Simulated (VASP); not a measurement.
# Sb (R-3m) in VASP: notebook, part 2 of 2

VASP 6.6.1.

## (3) Single point, PBEsol (strain -0.015 along x and y, +0.000 along z)

Contents of INCAR:

```
SYSTEM = Sb
PREC = Accurate
ENCUT = 500
EDIFF = 1E-6
ISMEAR = 0
SIGMA = 0.15
LREAL = .False.
LASPH = .True.
NELM = 120
ALGO = Normal
ISIF = 2
LWAVE = .False.
LCHARG = .False.
GGA = PS
NBANDS = 22
GGA_COMPAT = .False.
```

Contents of KPOINTS:

```
regular mesh
0
Gamma
  12 12 12
  0 0 0
```

Contents of POSCAR:

```
Sb
1.0
    2.1183413270      1.2230249354      3.7440000000
   -2.1183413270      1.2230249354      3.7440000000
    0.0000000000     -2.4460498707      3.7440000000
Sb
2
Direct
    0.2336400000      0.2336400000      0.2336400000
    0.7663600000      0.7663600000      0.7663600000
```

Potentials or basis: VASP PAW PBE potentials, release 64 (Sb_d_GW).

Run with:

```bash
$ cat potpaw_PBE.64/Sb_d_GW/POTCAR > POTCAR
$ mpirun -np 1 vasp_std > vasp.out
```

OUTCAR:

```text
SYSTEM = Sb
   PREC = Accurate
   ENCUT = 500
   EDIFF = 1E-6
   ISMEAR = 0
   LREAL = .False.
   LASPH = .True.
   NELM = 120
   ISIF = 2
   GGA = PS

 ion  position               nearest neighbor table
   1  0.234  0.234  0.234-   2 2.87   2 2.87   2 2.87   2 3.32   2 3.32   2 3.32
   2  0.766  0.766  0.766-   1 2.87   1 2.87   1 2.87   1 3.32   1 3.32   1 3.32

  LATTYP: Found a trigonal (rhomboedric) cell.
 ALAT       =     4.4722137662
 COS(alpha) =     0.5512786171

  Lattice vectors:

 A1 = (   2.1183413270,   1.2230249354,   3.7440000000)
 A2 = (  -2.1183413270,   1.2230249354,   3.7440000000)
 A3 = (   0.0000000000,  -2.4460498707,   3.7440000000)

Analysis of symmetry for initial positions (statically):
=====================================================================
 Subroutine PRICEL returns:
 Original cell was already a primitive cell.

 Routine SETGRP: Setting up the symmetry group for a
 trigonal (rhombohedral) supercell.

 Subroutine GETGRP returns: Found 12 space group operations
 (whereof 12 operations were pure point group operations)
 out of a pool of 12 trial point group operations.

The static configuration has the point symmetry D_3d.

Analysis of symmetry for dynamics (positions and initial velocities):
=====================================================================
 Subroutine PRICEL returns:
 Original cell was already a primitive cell.

 Routine SETGRP: Setting up the symmetry group for a
 trigonal (rhombohedral) supercell.

 Subroutine GETGRP returns: Found 12 space group operations
 (whereof 12 operations were pure point group operations)
 out of a pool of 12 trial point group operations.

The dynamic configuration has the point symmetry D_3d.

 Subroutine INISYM returns: Found 12 space group operations
 (whereof 12 operations are pure point group operations),
 and found     1 'primitive' translations

[... 106 lines left out ...]
   NUPDOWN=      -1.0000    fix difference up-down
   EMIN   =  10.00;   EMAX   =-10.00  energy-range for DOS
   EFERMI =   0.00;   METHOD = LEGACY
   ISMEAR =     0;   SIGMA  =   0.15  broadening in eV -4-tet -1-fermi 0-gaus
   EFERMI_NEDOS =   21; number of points for ismear=-14 and -15
   IALGO  =     38    algorithm
   IMIX   =      4    mixing-type and parameters
     AMIX     =   0.40;   BMIX     =  1.00
     AMIX_MAG =   1.60;   BMIX_MAG =  1.00
  volume/ion in A,a.u.               =      29.10       196.37
  Fermi-wavevector in a.u.,A,eV,Ry     =   1.312630  2.480512 23.442820  1.722999
  Thomas-Fermi vector in A             =   2.443009
   LORBIT       =      0    0 simple, 1 ext, 2 COOP (PROOUT), +10 PAW based schemes
   GGA     = PS    functional components
   LHFCALC =     F    Hartree Fock is set to
   AEXX    =    0.0000 exact exchange contribution
   IVDW    =     0    specifies the selected vdW correction
   LEPSILON=     F    determine dielectric tensor
   LRPA    =     F    only Hartree local field effects (RPA)
 non-spin polarized calculation
 Gauss-broadening in eV      SIGMA  =   0.15
  energy-cutoff  :      500.00
  volume of cell :       58.20
 maximum number of plane-waves:      1495
 NGX is ok and might be reduce to    36
   NGX = 17   NGY = 17   NGZ = 17

 number of electron      30.0000005 magnetization

 Free energy of the ion-electron system (eV)
  ---------------------------------------------------
  ext. energy  EPLUGINS =         0.00000000
  ---------------------------------------------------
  free energy    TOTEN  =        -9.14038201 eV

  energy without entropy =       -9.13778969  energy(sigma->0) =       -9.13908585

 E-fermi :   5.6194     XC(G=0): -10.2336

 val. band max:        5.5941978620   @ k =   0.4167   0.3333   0.3333
 cond. band min:       5.6808403139   @ k =   0.5000  -0.0000   0.0000
 fundamental gap:      0.0866424519
 Fermi energy:         5.6193636720

 k-point     1 :       0.0000    0.0000    0.0000
  band No.  band energies     occupation
      1     -23.8166      2.00000
      2     -23.8166      2.00000
      3     -23.7144      2.00000
      4     -23.7144      2.00000
      5     -23.6913      2.00000
      6     -23.5847      2.00000
[... 589 lines left out ...]
     21      13.5121      0.00000
     22      15.6767      0.00000

 [... further k-points ...]
[... 5 lines left out ...]
  --------------------------------------------------------------------------------------
  -------------------------------------------------------------------------------------
  Total        1.0243503      1.0243503      0.5143070      0.0000000      0.0000000      0.0000000
  in kB       28.1994556     28.1994556     14.1584175      0.0000000      0.0000000      0.0000000
  external PRESSURE =      23.5191096 kB  Pullay stress =       0.0000000 kB

 VOLUME and BASIS-vectors are now :
 -----------------------------------------------------------------------------
  energy-cutoff  :      500.00
  volume of cell :       58.20
      direct lattice vectors                 reciprocal lattice vectors
     2.118341327  1.223024935  3.744000000     0.236033728  0.136274136  0.089031339
    -2.118341327  1.223024935  3.744000000    -0.236033728  0.136274136  0.089031339
     0.000000000 -2.446049871  3.744000000     0.000000000 -0.272548272  0.089031339

 POSITION                                       TOTAL-FORCE (eV/Angst)
 -----------------------------------------------------------------------------------
      0.00000      0.00000      2.62424         0.000000      0.000000      0.318715
      0.00000      0.00000      8.60776         0.000000     -0.000000     -0.318715
 -----------------------------------------------------------------------------------
    total drift:                               -0.000000      0.000000      0.000000

  FREE ENERGIE OF THE ION-ELECTRON SYSTEM (eV)
  ---------------------------------------------------
  free  energy   TOTEN  =        -9.1403820080 eV

  energy  without entropy=       -9.1377896892  energy(sigma->0) =       -9.13908585
```

OSZICAR:

```text
N       E                     dE             d eps       ncg     rms          rms(c)
DAV:   1     0.229170656342E+03    0.22917E+03   -0.93327E+03 11526   0.128E+04
DAV:   2     0.224129331146E+02   -0.20676E+03   -0.19845E+03 16144   0.144E+03
DAV:   3    -0.784213447968E+01   -0.30255E+02   -0.30062E+02 16284   0.236E+02
DAV:   4    -0.911243997902E+01   -0.12703E+01   -0.12697E+01 14264   0.348E+01
DAV:   5    -0.916079891036E+01   -0.48359E-01   -0.48354E-01 13130   0.815E+00    0.427E+00
DAV:   6    -0.914778709792E+01    0.13012E-01   -0.47412E-02 15994   0.931E+00    0.261E+00
DAV:   7    -0.914045574316E+01    0.73314E-02   -0.13491E-02 13838   0.773E+00    0.835E-02
DAV:   8    -0.914034890254E+01    0.10684E-03   -0.17904E-03 13936   0.249E+00    0.687E-02
DAV:   9    -0.914037840807E+01   -0.29506E-04   -0.62424E-05 14780   0.278E-01    0.176E-02
DAV:  10    -0.914038178964E+01   -0.33816E-05   -0.69529E-06 10340   0.114E-01    0.174E-03
DAV:  11    -0.914038200797E+01   -0.21833E-06   -0.63770E-07  5952   0.187E-02
   1 F= -.91403820E+01 E0= -.91390858E+01  d E =-.259232E-02
```

stdout:

```text
POSCAR found type information on POSCAR Sb
 POSCAR found :  1 types and       2 ions
 scaLAPACK will be used
 -----------------------------------------------------------------------------
|                                                                             |
|                                                                             |
|     You enforced a specific xc type in the INCAR file but a different       |
|     I HOPE YOU KNOW WHAT YOU ARE DOING!                                     |
|                                                                             |
 -----------------------------------------------------------------------------

 LDA part: xc-table for (Slater+PW92), standard interpolation
 POSCAR, INCAR and KPOINTS ok, starting setup
 FFT: planning ... GRIDC
 FFT: planning ... GRID_SOFT
 FFT: planning ... GRID
 WAVECAR not read
 entering main loop
```

Wall time 5 min (1 thread of AMD EPYC 7R13 (Zen 3), shared host); peak memory 0.35 GiB.

What came out:

```
Free energy            : -9.1404 eV
Pressure               : 2.4 GPa
Largest force          : 0.319 eV/Å
Band gap on the k mesh : zero (bands 15 and 16 overlap by 0.37 eV)
```

Forces on the atoms (eV/Å):
```
Sb   0.000  0.000  0.319
Sb   0.000  0.000 -0.319
```

Levels at points of the mesh, in eV from the Fermi level:
```tsv
k point	band 12	band 13	band 14	band 15	band 16	band 17	band 18	band 19
(0.00, 0.00, 0.00)	-4.67	-2.27	-1.81	-1.81	2.09	2.74	2.74	5.15
(0.50, 0.00, 0.00)	-9.82	-2.01	-1.98	-0.32	-0.22	0.06	0.47	7.45
(0.50, 0.50, 0.00)	-8.08	-5.67	-3.98	-3.78	1.38	5.09	5.67	7.19
(0.50, 0.50, 0.50)	-9.21	-1.31	-1.31	-0.35	0.14	0.14	1.23	6.97
```

Caveat: the cell differs from its parent crystal (strain -0.015 along x and y, +0.000 along z); the PAW data sets were made with another functional, which shifts forces and pressure a little; spin-orbit coupling is left out, which moves the levels of the heavy elements.

## (4) Single point, PBEsol (strain -0.015 along x and y, +0.015 along z)

INCAR is that of step 3.

Contents of KPOINTS:

```
Automatic mesh
0
Gamma
  12 12 12
  0 0 0
```

Contents of POSCAR:

```
Sb
1.0
    2.1183413270      1.2230249354      3.8001600000
   -2.1183413270      1.2230249354      3.8001600000
    0.0000000000     -2.4460498707      3.8001600000
Sb
2
Direct
    0.2336400000      0.2336400000      0.2336400000
    0.7663600000      0.7663600000      0.7663600000
```

Run with:

```bash
$ cat potpaw_PBE.64/Sb_d_GW/POTCAR > POTCAR
$ mpirun -np 1 vasp_std > vasp.out
```

It took 3.4 min on 1 thread of Intel Xeon Platinum 8259CL at 2.50GHz (Skylake/Cascade Lake), shared host; peak memory 0.38 GiB.

The run converged. Its results:

| Quantity | Value |
| --- | --- |
| Free energy | -9.1457 eV |
| Pressure | 1.5 GPa |
| Largest force | 0.222 eV/Å |
| Band gap on the k mesh | zero (bands 15 and 16 overlap by 0.35 eV) |

Forces in eV/Å, atoms in the order of the input:
```
Sb   0.000  0.000  0.222
Sb   0.000  0.000 -0.222
```

Stress tensor (GPa, compression positive):
```
2.01 0.00 0.00
0.00 2.01 0.00
0.00 0.00 0.34
```

Levels at points of the mesh, in eV from the Fermi level:
| k point | band 13 | band 14 | band 15 | band 16 | band 17 | band 18 |
| --- | --- | --- | --- | --- | --- | --- |
| (0.00, 0.00, 0.00) | -2.33 | -1.71 | -1.71 | 2.09 | 2.72 | 2.72 |
| (0.50, 0.00, 0.00) | -2.03 | -1.96 | -0.31 | -0.20 | -0.01 | 0.52 |
| (0.50, 0.50, 0.00) | -5.57 | -3.94 | -3.65 | 1.44 | 4.97 | 5.60 |
| (0.50, 0.50, 0.50) | -1.22 | -1.22 | -0.27 | 0.24 | 0.24 | 1.28 |

Caveat: the cell differs from its parent crystal (strain -0.015 along x and y, +0.015 along z); the PAW data sets were made with another functional, which shifts forces and pressure a little; spin-orbit coupling is left out, which moves the levels of the heavy elements.

## (5) Single point, PBEsol (strain +0.015 along x and y, -0.030 along z)

Contents of INCAR:

```
SYSTEM = Sb
ALGO = Normal ; EDIFF = 1E-6
ENCUT = 500 ; GGA = PS
GGA_COMPAT = .False. ; ISIF = 2
ISMEAR = 0 ; LASPH = .True.
LCHARG = .False. ; LREAL = .False.
LWAVE = .False. ; NBANDS = 22
NELM = 120 ; PREC = Accurate
SIGMA = 0.15
```

Contents of KPOINTS:

```
k-points
0
Gamma
  12 12 12
  0 0 0
```

Contents of POSCAR:

```
Sb
1.0
    2.1828593370      1.2602744258      3.6316800000
   -2.1828593370      1.2602744258      3.6316800000
    0.0000000000     -2.5205488516      3.6316800000
Sb
2
Direct
    0.2336400000      0.2336400000      0.2336400000
    0.7663600000      0.7663600000      0.7663600000
```

Run with:

```bash
$ cat potpaw_PBE.64/Sb_d_GW/POTCAR > POTCAR
$ mpirun -np 1 vasp_std > vasp.out
```

Wall time 2 min (1 thread of Intel Xeon Platinum 8259CL at 2.50GHz (Skylake/Cascade Lake), shared host); peak memory 0.36 GiB.

The run converged. Its results:

* Free energy: -9.1546 eV
* Pressure: 0.0 GPa
* Largest force: 0.230 eV/Å
* Band gap on the k mesh: zero (bands 15 and 16 overlap by 0.20 eV)

Forces in eV/Å, atoms in the order of the input:
```
Sb   0.000  0.000  0.230
Sb   0.000  0.000 -0.230
```

Stress tensor (GPa, compression positive):
```
-0.47  0.00  0.00
 0.00 -0.47  0.00
 0.00  0.00  0.91
```

Levels at points of the mesh, in eV from the Fermi level:
| k point | band 13 | band 14 | band 15 | band 16 | band 17 | band 18 |
| --- | --- | --- | --- | --- | --- | --- |
| (0.00, 0.00, 0.00) | -1.83 | -1.83 | -1.60 | 2.27 | 2.89 | 2.89 |
| (0.50, 0.00, 0.00) | -1.80 | -1.41 | -0.16 | -0.12 | 0.54 | 0.56 |
| (0.50, 0.50, 0.00) | -5.38 | -3.72 | -3.51 | 1.59 | 5.20 | 5.62 |
| (0.50, 0.50, 0.50) | -1.34 | -1.34 | -0.67 | 0.03 | 0.03 | 0.98 |

Caveat: the cell differs from its parent crystal (strain +0.015 along x and y, -0.030 along z); the PAW data sets were made with another functional, which shifts forces and pressure a little; spin-orbit coupling is left out, which moves the levels of the heavy elements.

## (6) The runs side by side

```tsv
cell	gap on the mesh (eV)	pressure (GPa)	largest force (eV/Å)
a = 4.467 Å, angles 58.5°, 2 atoms	none	-0.8	0.14
a = 4.472 Å, angles 56.5°, 2 atoms	none	2.4	0.32
a = 4.519 Å, angles 55.9°, 2 atoms	none	1.5	0.22
a = 4.421 Å, angles 59.2°, 2 atoms	none	0.0	0.23
```

Alike in all rows: task single point; level PBEsol; potentials or basis VASP PAW PBE potentials, release 64 (Sb_d_GW); no spin polarisation; k mesh 12 × 12 × 12; cutoff (eV) 500; smearing gaussian 0.15 eV.

Caveats: the PAW data sets were made with another functional, which shifts forces and pressure a little; spin-orbit coupling is left out, which moves the levels of the heavy elements.

Absolute energies hang on the potentials; compare differences alone.

The gap in the log of VASP goes by the Fermi energy; the results here count the filled bands.